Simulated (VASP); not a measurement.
Here is a VASP 6.6.1 calculation.

POSCAR

```
KBr
1.0
    0.0000000000      3.6882992926      3.6882992926
    3.6882992926      0.0000000000      3.6882992926
    3.6882992926      3.6882992926      0.0000000000
K Br
1 1
Direct
    0.0000000000      0.0000000000      0.0000000000
    0.2500000000      0.2500000000      0.2500000000
```

File INCAR.step1:

```
PREC     = Accurate       # precision mode
ENCUT    = 520            # plane-wave cutoff, eV
EDIFF    = 1E-5           # SCF threshold, eV
ISMEAR   = 0              # smearing method
SIGMA    = 0.01           # smearing width, eV
LREAL    = F              # projectors in reciprocal space
LASPH    = T              # aspherical terms in the spheres
NELM     = 100            # most SCF steps
ALGO     = Normal         # electronic algorithm
ISIF     = 2              # what is computed and relaxed
LWAVE    = T              # write WAVECAR
LCHARG   = F              # write CHGCAR
NBANDS   = 15             # bands
GGA      = PE             # functional
```

The input INCAR.step2:

```
PREC     = Accurate       # precision mode
ENCUT    = 520            # plane-wave cutoff, eV
EDIFF    = 1E-6           # SCF threshold, eV
ISMEAR   = 0              # smearing method
SIGMA    = 0.01           # smearing width, eV
LREAL    = F              # projectors in reciprocal space
LASPH    = T              # aspherical terms in the spheres
NELM     = 100            # most SCF steps
ALGO     = Normal         # electronic algorithm
ISIF     = 2              # what is computed and relaxed
LWAVE    = F              # write WAVECAR
LCHARG   = F              # write CHGCAR
GGA      = PE             # functional
LHFCALC  = T              # exact exchange
AEXX     = 0.35           # exact-exchange fraction
PRECFOCK = Normal       
NBANDS   = 15             # bands
ISTART   = 1
```

The input KPOINTS:

```
Automatic mesh
0
Gamma
  4 4 4
```

Potentials or basis: VASP PAW PBE potentials, release 64 (K_sv, Br).

Run with:

```sh
$ cat potpaw_PBE.64/K_sv/POTCAR potpaw_PBE.64/Br/POTCAR > POTCAR
$ cp INCAR.step1 INCAR
$ mpirun -np 1 vasp_std > vasp.out
$ cp INCAR.step2 INCAR
$ mpirun -np 1 vasp_std > vasp.out
```

(1) What does it give for the band gap on the k mesh?

(2) Predict the pressure.

Answers

(1) 6.89 eV (least direct gap 6.90 eV).

(2) 0.1 GPa.

Caveat: the PAW data sets were made with another functional, which shifts forces and pressure a little.
